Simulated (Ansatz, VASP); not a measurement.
# Two plane-wave programs on ZnSe

File INCAR:

```
PREC = Accurate ; ENCUT = 520
EDIFF = 1E-6 ; ISMEAR = 0
SIGMA = 0.05 ; LREAL = F
LASPH = T ; NELM = 60
ALGO = Normal ; ISIF = 2
LWAVE = F ; LCHARG = F
GGA = PE ; NBANDS = 16
```

KPOINTS

```
Automatic mesh
0
Gamma
  8 8 8
```

POSCAR

```
ZnSe
1.0
    0.0000000000      2.9805569459      2.8659201403
    2.9805569459      0.0000000000      2.8659201403
    2.9805569459      2.9805569459      0.0000000000
Zn Se
1 1
Direct
    0.0000000000      0.0000000000      0.0000000000
    0.7500000000      0.7500000000      0.7500000000
```

Input for Ansatz:

```yaml
crystal:
  lattice:
    - [0.0, 2.9805569459, 2.8659201403]
    - [2.9805569459, 0.0, 2.8659201403]
    - [2.9805569459, 2.9805569459, 0.0]
  atoms:
    - { symbol: Zn, position: [0.0, 0.0, 0.0] }
    - { symbol: Se, position: [0.75, 0.75, 0.75] }
basis:
  ecutwfc: 420
kpoints:
  mp_grid: { grid: [8, 8, 8] }
hamiltonian:
  xc: pbe
scf:
  occupations: { method: gaussian, width: 0.05 }
output:
  forces: true
  stress: true
  eigenvalues: true
  write_density: true
  write_potential: true
  elf: true
  volumetric_format: npy
```

Change from the starting cell: strain +0.040 along x and y, +0.000 along z, atoms carried along.

Alike in both runs: task single point; functional PBE; k mesh 8 × 8 × 8; occupations gaussian, width 0.05 eV; no spin polarisation.

|  | VASP | Ansatz |
| --- | --- | --- |
| version | VASP 6.6.1 | Ansatz 0.2.0 |
| potentials or method | VASP PAW PBE potentials, release 64 (Zn, Se), cutoff 520 eV | scalar-relativistic, plane waves, PAW |
| valence electrons in the cell | 18 | 28 |

|  | VASP | Ansatz | Ansatz less VASP |
| --- | --- | --- | --- |
| gap on the k mesh at the Fermi level (eV) | 0.77 | 0.77 | +0.001 |
| least direct gap on the mesh (eV) | 0.77 | 0.77 | +0.001 |
| pressure (GPa) | -3.6 | -3.7 | -0.15 |
| traceless stress, the component that is largest in VASP (GPa) | 0.86 | 0.87 | +0.005 |

The functional is the same, so the differences come from potentials, cutoffs and numerics. VASP's potentials hold 18 valence electrons a cell and Ansatz's 28, so a difference there can come from the potentials and not from the codes.
